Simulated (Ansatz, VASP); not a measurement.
Zr2HS4 in VASP and in Ansatz

```
CELL_PARAMETERS angstrom
7.29768 0.00000 0.00000
-3.64884 6.31997 0.00000
0.00000 0.00000 20.91715
ATOMIC_POSITIONS crystal
S 0.33333 0.16667 0.19123
S 0.33333 0.66667 0.19123
S 0.83333 0.16667 0.19123
S 0.83333 0.66667 0.19123
S 0.16667 0.33333 0.33069
S 0.16667 0.83333 0.33069
S 0.66667 0.33333 0.33069
S 0.66667 0.83333 0.33069
Zr 0.00000 0.00000 0.26096
Zr 0.00000 0.50000 0.26096
Zr 0.50000 0.00000 0.26096
Zr 0.50000 0.50000 0.26096
H 0.34353 0.68705 0.35221
H 0.48981 0.97962 0.35221
```

Alike in both runs: task single point; functional PBE; dispersion D3(BJ); k mesh 6 × 6 × 1; occupations gaussian, width 0.05 eV; no spin polarisation.

```csv
,VASP,Ansatz
version,VASP 6.6.1,Ansatz 0.2.0
potentials or method,"VASP PAW PBE potentials, release 64 (S, Zr_sv, H), cutoff 400 eV","scalar-relativistic, plane waves, PAW"
valence electrons in the cell,98,98
```

|  | VASP | Ansatz | Ansatz less VASP |
| --- | --- | --- | --- |
| gap on the k mesh at the Fermi level (eV) | none | none | - |
| rms of the force components (eV/Å) | 0.420 | 0.418 | -0.0022 |

A gap of «none» marks a metal or a gap that the smearing closes.
